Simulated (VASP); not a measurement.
# NaMn4Br8 (a cell with a defect) in VASP: single point with PBEsol

Aim: the single point of NaMn4Br8 (a cell with a defect) with PBEsol.

Program: VASP 6.6.1. These are calculated values, not measurements. Logs are shortened: lines on timing, memory, paths and dates and some standing lists are left out, and cuts for length are marked.

## (1) The cell of the first run

The cell holds a defect, 13 atoms: a = 7.640 Å, b = 6.616 Å, c = 6.190 Å, α = 90.00°, β = 90.00°, γ = 90.00°.

## (2) Single point, PBEsol, collinear spin, ferromagnetic start

File INCAR:

```
SYSTEM = NaMn4Br8
  PREC = Accurate
  ENCUT = 520
  EDIFF = 1E-7
  ISMEAR = -1
  SIGMA = 0.02
  LREAL = .False.
  LASPH = .True.
  NELM = 150
  ALGO = Normal
  ISIF = 2
  LWAVE = .False.
  LCHARG = .False.
  ISPIN = 2
  MAGMOM = 3.5 3.5 3.5 3.5 0 0 0 0 0 0 0 0 1
  LORBIT = 11
  LMAXMIX = 4
  GGA = PS
  NBANDS = 74
```

File KPOINTS:

```
regular mesh
0
Gamma
  2 2 2
  0 0 0
```

File POSCAR:

```
NaMn4Br8
1.0
   -3.8200000000     -6.6164340000      0.0000000000
    5.7300000000     -3.3082170000      0.0000000000
    0.0000000000      0.0000000000      6.1900000000
Mn Br Na
4 8 1
Direct
    0.7494449600      0.4853389298      0.0108626520
    0.4736676447      0.0134643264     -0.0041213071
    0.2494139672      0.4894415689      0.0416244011
    0.0251406944      0.0134739092     -0.0041979713
    0.5048717814      0.3283983443      0.2572144104
    0.4763002043      0.6540980480      0.7757747295
    0.2494042202      0.8375043226      0.2583222646
    0.2494409780      0.1774427315      0.7503752791
   -0.0059786975      0.3283517121      0.2572153523
    0.0225008730      0.6540432149      0.7757025007
    0.7494257080      0.8456460557      0.1754120386
    0.7493762205      0.1893256313      0.7518167926
    0.7493838457      0.8156109054      0.5864042576
```

Potentials or basis: VASP PAW PBE potentials, release 64 (Mn_pv, Br, Na_pv).

On the command line:

```console
cat potpaw_PBE.64/Mn_pv/POTCAR potpaw_PBE.64/Br/POTCAR potpaw_PBE.64/Na_pv/POTCAR > POTCAR
mpirun -np 1 vasp_std > vasp.out
```

OUTCAR:

```text
SYSTEM = NaMn4Br8
   PREC = Accurate
   ENCUT = 520
   EDIFF = 1E-7
   ISMEAR = -1
   LREAL = .False.
   LASPH = .True.
   NELM = 150
   ISIF = 2
   ISPIN = 2
   LORBIT = 11
   GGA = PS

 ion  position               nearest neighbor table
   1  0.749  0.485  0.011-  12 2.53  11 2.59   5 2.63   9 2.63  10 2.78   6 2.78
   2  0.474  0.013  0.996-   8 2.53  11 2.63   7 2.63   5 2.65   6 2.74  12 2.84
   3  0.249  0.489  0.042-   9 2.59   5 2.59   6 2.63  10 2.63   7 2.67   8 2.74
   4  0.025  0.013  0.996-   8 2.53  11 2.63   7 2.63   9 2.65  10 2.74  12 2.84
   5  0.505  0.328  0.257-   3 2.59   1 2.63   2 2.65
   6  0.476  0.654  0.776-  13 2.62   3 2.63   2 2.74   1 2.78
   7  0.249  0.838  0.258-   2 2.63   4 2.63   3 2.67
   8  0.249  0.177  0.750-   2 2.53   4 2.53   3 2.74
   9  0.994  0.328  0.257-   3 2.59   1 2.63   4 2.65
  10  0.023  0.654  0.776-  13 2.62   3 2.63   4 2.74   1 2.78
  11  0.749  0.846  0.175-  13 2.55   1 2.59   4 2.63   2 2.63
  12  0.749  0.189  0.752-   1 2.53  13 2.68   2 2.84   4 2.84
  13  0.749  0.816  0.586-  11 2.55   6 2.62  10 2.62  12 2.68

  LATTYP: Found a simple orthorhombic cell.
 ALAT       =     6.1900000000
 B/A-ratio  =     1.0688908019
 C/A-ratio  =     1.2342487765

  Lattice vectors:

 A1 = (   0.0000000000,   0.0000000000,  -6.1900000000)
 A2 = (   5.7300000000,  -3.3082170000,   0.0000000000)
 A3 = (  -3.8200000000,  -6.6164340000,   0.0000000000)

Analysis of symmetry for initial positions (statically):
=====================================================================
 Subroutine PRICEL returns:
 Original cell was already a primitive cell.

 Routine SETGRP: Setting up the symmetry group for a
 simple orthorhombic supercell.

 Subroutine GETGRP returns: Found  1 space group operations
 (whereof  1 operations were pure point group operations)
 out of a pool of  8 trial point group operations.

The static configuration has the point symmetry C_1 .

Analysis of symmetry for dynamics (positions and initial velocities):
=====================================================================
 Subroutine PRICEL returns:
 Original cell was already a primitive cell.

 Routine SETGRP: Setting up the symmetry group for a
 simple orthorhombic supercell.

 Subroutine GETGRP returns: Found  1 space group operations
 (whereof  1 operations were pure point group operations)
 out of a pool of  8 trial point group operations.

The dynamic configuration has the point symmetry C_1 .

Analysis of structural, dynamic, and magnetic symmetry:
=====================================================================
 Subroutine PRICEL returns:
 Original cell was already a primitive cell.

 Routine SETGRP: Setting up the symmetry group for a
 simple orthorhombic supercell.

 Subroutine GETGRP returns: Found  1 space group operations
 (whereof  1 operations were pure point group operations)
 out of a pool of  8 trial point group operations.

The overall configuration has the point symmetry C_1 .

 Subroutine INISYM returns: Found  1 space group operations
 (whereof  1 operations are pure point group operations),
 and found     1 'primitive' translations

----------------------------------------------------------------------------------------

                                     Primitive cell

  volume of cell :     312.9018

  direct lattice vectors                    reciprocal lattice vectors
    -3.820000000 -6.616434000  0.000000000    -0.065445026 -0.113354112  0.000000000
     5.730000000 -3.308217000  0.000000000     0.130890052 -0.075569408  0.000000000
     0.000000000  0.000000000  6.190000000     0.000000000  0.000000000  0.161550889

  length of vectors
     7.639999926  6.616434064  6.190000000     0.130890054  0.151138814  0.161550889

  position of ions in fractional coordinates (direct lattice)
     0.749444960  0.485338930  0.010862652
     0.473667645  0.013464326  0.995878693
     0.249413967  0.489441569  0.041624401
     0.025140694  0.013473909  0.995802029
     0.504871781  0.328398344  0.257214410
[... 77 lines left out ...]
   ENCUT  =  520.0 eV  38.22 Ry    6.18 a.u.  14.21 12.30 11.51*2*pi/ulx,y,z
   NELM   =    150;   NELMIN=  2; NELMDL= -5     # of ELM steps
   EDIFF  = 0.1E-06   stopping-criterion for ELM
   LREAL  =      F    real-space projection
   EDIFFG = 0.1E-05   stopping-criterion for IOM
   NSW    =      0    number of steps for IOM
   IBRION =     -1    ionic relax: 0-MD 1-quasi-New 2-CG
   NFREE  =      0    steps in history (QN), initial steepest desc. (CG)
   ISIF   =      2    stress and relaxation
   ISYM   =      2    0-nonsym 1-usesym 2-fastsym
   POTIM  = 0.5000    time-step for ionic-motion
   TEBEG  =    0.0;   TEEND  =   0.0 temperature during run
   PSTRESS=    0.0 pullay stress
   NELECT =     115.0000    total number of electrons
   NUPDOWN=      -1.0000    fix difference up-down
   EMIN   =  10.00;   EMAX   =-10.00  energy-range for DOS
   EFERMI =   0.00;   METHOD = LEGACY
   ISMEAR =    -1;   SIGMA  =   0.02  broadening in eV -4-tet -1-fermi 0-gaus
   EFERMI_NEDOS =   21; number of points for ismear=-14 and -15
   IALGO  =     38    algorithm
   IMIX   =      4    mixing-type and parameters
     AMIX     =   0.40;   BMIX     =  1.00
     AMIX_MAG =   1.60;   BMIX_MAG =  1.00
  volume/ion in A,a.u.               =      24.07       162.43
  Fermi-wavevector in a.u.,A,eV,Ry     =   1.172658  2.216003 18.709742  1.375127
  Thomas-Fermi vector in A             =   2.309083
   LORBIT       =     11    0 simple, 1 ext, 2 COOP (PROOUT), +10 PAW based schemes
   GGA     = PS    functional components
   LHFCALC =     F    Hartree Fock is set to
   AEXX    =    0.0000 exact exchange contribution
   IVDW    =     0    specifies the selected vdW correction
   LEPSILON=     F    determine dielectric tensor
   LRPA    =     F    only Hartree local field effects (RPA)
 spin polarized calculation
  energy-cutoff  :      520.00
  volume of cell :      312.90
 maximum number of plane-waves:      8460
 NGX is ok and might be reduce to    60
   NGX = 29   NGY = 25   NGZ = 23

 number of electron     114.9999999 magnetization      19.0000420

 Free energy of the ion-electron system (eV)
  ---------------------------------------------------
  ext. energy  EPLUGINS =         0.00000000
  ---------------------------------------------------
  free energy    TOTEN  =       -63.48336339 eV

  energy without entropy =      -63.47737023  energy(sigma->0) =      -63.48036681

 E-fermi :   4.3454     XC(G=0):  -9.3277

 val. band max:        4.3427477806   @ k =   0.0000   0.5000   0.5000
 cond. band min:       4.3860004942   @ k =   0.5000   0.5000   0.0000
 fundamental gap:      0.0432527136
 Fermi energy:         4.3454471742

 spin component 1

 k-point     1 :       0.0000    0.0000    0.0000
  band No.  band energies     occupation
      1     -46.4996      1.00000
      2     -46.4296      1.00000
      3     -46.4018      1.00000
      4     -46.4005      1.00000
      5     -46.3892      1.00000
      6     -46.3660      1.00000
[... 565 lines left out ...]
     68       7.0901      0.00000
     69       7.1426      0.00000
 Fermi energy:         4.3454471742

 spin component 2

 k-point     1 :       0.0000    0.0000    0.0000
  band No.  band energies     occupation
      1     -42.0247      1.00000
      2     -41.9863      1.00000
      3     -41.9844      1.00000
      4     -41.9478      1.00000
      5     -41.9410      1.00000
      6     -41.9391      1.00000
[... 565 lines left out ...]
     68       7.9743      0.00000
     69       8.1204      0.00000
 [bands above 69 left out]

------------------------ aborting loop because EDIFF is reached ----------------------------------------

  FORCE on cell =-STRESS in cart. coord.  units (eV):
  Direction    XX          YY          ZZ          XY          YZ          ZX
  --------------------------------------------------------------------------------------
  -------------------------------------------------------------------------------------
  Total        2.9326842      3.4243747      7.4936243      0.4247323      0.2806594     -0.4816344
  in kB       15.0164714     17.5341158     38.3702389      2.1747929      1.4370841     -2.4661534
  external PRESSURE =      23.6402754 kB  Pullay stress =       0.0000000 kB

 VOLUME and BASIS-vectors are now :
 -----------------------------------------------------------------------------
  energy-cutoff  :      520.00
  volume of cell :      312.90
      direct lattice vectors                 reciprocal lattice vectors
    -3.820000000 -6.616434000  0.000000000    -0.065445026 -0.113354112  0.000000000
     5.730000000 -3.308217000  0.000000000     0.130890052 -0.075569408  0.000000000
     0.000000000  0.000000000  6.190000000     0.000000000  0.000000000  0.161550889

 POSITION                                       TOTAL-FORCE (eV/Angst)
 -----------------------------------------------------------------------------------
     -0.08189     -6.56426      0.06724         0.014237     -0.008835      0.001635
     -1.73226     -3.17853      6.16449        -0.008835     -0.003254     -0.002162
      1.85174     -3.26941      0.25766        -0.001706      0.000891     -0.001473
     -0.01883     -0.21092      6.16401        -0.002227      0.009172     -0.002045
     -0.04689     -4.42686      1.59216        -0.000046      0.011584      0.012246
      1.92852     -5.31531      4.80205         0.001681      0.011857     -0.001732
      3.84618     -4.42081      1.59901        -0.005325      0.003440      0.013432
      0.06388     -2.23743      4.64482         0.008207     -0.003941     -0.010142
     -1.91571     -7.66314      1.59216        -0.009221     -0.005018      0.011944
      3.66171     -2.31259      4.80160        -0.008764     -0.007774     -0.000861
      1.98275     -7.75611      1.08580         0.007331     -0.004589     -0.007441
     -1.77778     -5.58453      4.65375         0.001372     -0.001526     -0.016981
      1.81080     -7.65647      3.62984         0.003297     -0.002006      0.003580
 -----------------------------------------------------------------------------------
    total drift:                               -0.002157      0.000735     -0.000598

  FREE ENERGIE OF THE ION-ELECTRON SYSTEM (eV)
  ---------------------------------------------------
  free  energy   TOTEN  =       -63.4833633899 eV

  energy  without entropy=      -63.4773702263  energy(sigma->0) =      -63.48036681

 total charge

# of ion       s       p       d       tot
------------------------------------------
    1        0.207   6.159   5.012  11.378
    2        0.204   6.155   5.015  11.373
    3        0.204   6.158   5.014  11.376
    4        0.204   6.154   5.015  11.373
    5        1.604   3.235   0.027   4.867
    6        1.604   3.260   0.023   4.887
    7        1.604   3.232   0.025   4.862
    8        1.606   3.234   0.031   4.870
    9        1.604   3.235   0.027   4.867
   10        1.604   3.260   0.023   4.887
   11        1.601   3.292   0.029   4.923
   12        1.603   3.257   0.022   4.882
   13        0.073   6.007   0.000   6.080
--------------------------------------------------
tot         13.722  56.639  20.264  90.625

 magnetization (x)

# of ion       s       p       d       tot
------------------------------------------
    1        0.028   0.026   4.170   4.224
    2        0.030   0.025   4.166   4.221
    3        0.029   0.025   4.180   4.234
    4        0.030   0.025   4.166   4.221
    5        0.009   0.082   0.007   0.098
    6        0.009   0.071   0.007   0.087
    7        0.009   0.085   0.007   0.101
    8        0.008   0.086   0.008   0.102
    9        0.009   0.082   0.007   0.098
   10        0.009   0.071   0.007   0.087
   11        0.010   0.050   0.010   0.070
   12        0.009   0.073   0.007   0.089
   13        0.004   0.002   0.000   0.006
--------------------------------------------------
tot          0.192   0.705  16.742  17.639
```

Wall time 15 min (1 thread of Oxide Virtual Turin-like, shared host); peak memory 0.6 GiB.

What came out:

```yaml
Free_energy: -63.4834 eV
Pressure: 2.4 GPa
Largest_force: 0.017 eV/Å
Band_gap_on_the_k_mesh: zero (filled and empty bands overlap)
Net_moment: 19.00 μB per cell
Site_moments: Mn +4.22, +4.23 (each value once); Br +0.10, +0.09, +0.07 (each value once); Na +0.01 μB
Valence_electrons_inside_the_program's_atomic_spheres: Mn 11.38, 11.37 (each value once); Br 4.87, 4.89, 4.86, 4.92, 4.88 (each value once); Na 6.08
```

Forces on the atoms (eV/Å):
```
Mn   0.014 -0.009  0.002
Mn  -0.009 -0.003 -0.002
Mn  -0.002  0.001 -0.001
Mn  -0.002  0.009 -0.002
Br   0.000  0.012  0.012
Br   0.002  0.012 -0.002
Br  -0.005  0.003  0.013
Br   0.008 -0.004 -0.010
Br  -0.009 -0.005  0.012
Br  -0.009 -0.008 -0.001
Br   0.007 -0.005 -0.007
Br   0.001 -0.002 -0.017
Na   0.003 -0.002  0.004
```

Stress tensor (GPa, compression positive):
```
 1.50  0.22 -0.25
 0.22  1.75  0.14
-0.25  0.14  3.84
```

Caveat: the k points lie up to 0.51 Å⁻¹ apart; the PAW data sets were made with another functional, which shifts forces and pressure a little; semilocal functionals often make such compounds metallic where correlation or magnetic order opens a gap, which also shifts bond lengths.

The gap in the log of VASP goes by the Fermi energy; the results here count the filled bands.